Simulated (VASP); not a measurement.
Set up this calculation in VASP 6.6.1, as the native input.

| Item | Value |
| --- | --- |
| Task | single point |
| Functional | PBEsol |
| Potentials or basis | VASP PAW PBE potentials, release 64 (Cu) |
| Cutoff | 520 eV |
| k mesh | 24 × 24 × 12 |
| Occupations | gaussian, width 0.15 eV |
| Spin | no spin polarisation |
| Dipole correction | no |
| Further INCAR settings | ALGO = Fast; EDIFF = 1e-07; NBANDS = 18 |

The structure of Cu lies in POSCAR:

```
Cu
1.0
    2.5974490865      0.0000000000      0.0000000000
   -1.2987245433      2.2494568940      0.0000000000
    0.0000000000      0.0000000000      3.9069424500
Cu
2
Direct
    0.3333333333      0.6666666667      0.2500000000
    0.6666666667      0.3333333333      0.7500000000
```

This cell differs from its parent crystal: strain +0.025 along x and y, -0.050 along z.

One way to write it, as run:

INCAR

```
SYSTEM = Cu
ALGO = Fast
EDIFF = 1E-7
ENCUT = 520
GGA = PS
ISIF = 2
ISMEAR = 0
LASPH = .TRUE.
LCHARG = .FALSE.
LREAL = .FALSE.
LWAVE = .FALSE.
NBANDS = 18
NELM = 60
PREC = Accurate
SIGMA = 0.15
```

KPOINTS

```
k-points
0
G
  24 24 12
  0 0 0
```

Potentials or basis: VASP PAW PBE potentials, release 64 (Cu).

The run is started by

```sh
$ cat potpaw_PBE.64/Cu/POTCAR > POTCAR
$ mpirun -np 1 vasp_std > vasp.out
```

Results of the run:

- Pressure: 0.7 GPa
- Band gap on the k mesh: zero (band 11 reaches 11.53 eV, above the bottom of band 12 at 5.86 eV)

Caveat: the cell differs from its parent crystal (strain +0.025 along x and y, -0.050 along z); the PAW data sets were made with another functional, which shifts forces and pressure a little.

Wall time 71 s on 1 thread of Intel(R) Xeon(R) 6975P-C (Granite Rapids), with other jobs on the host, peak memory 0.24 GiB.
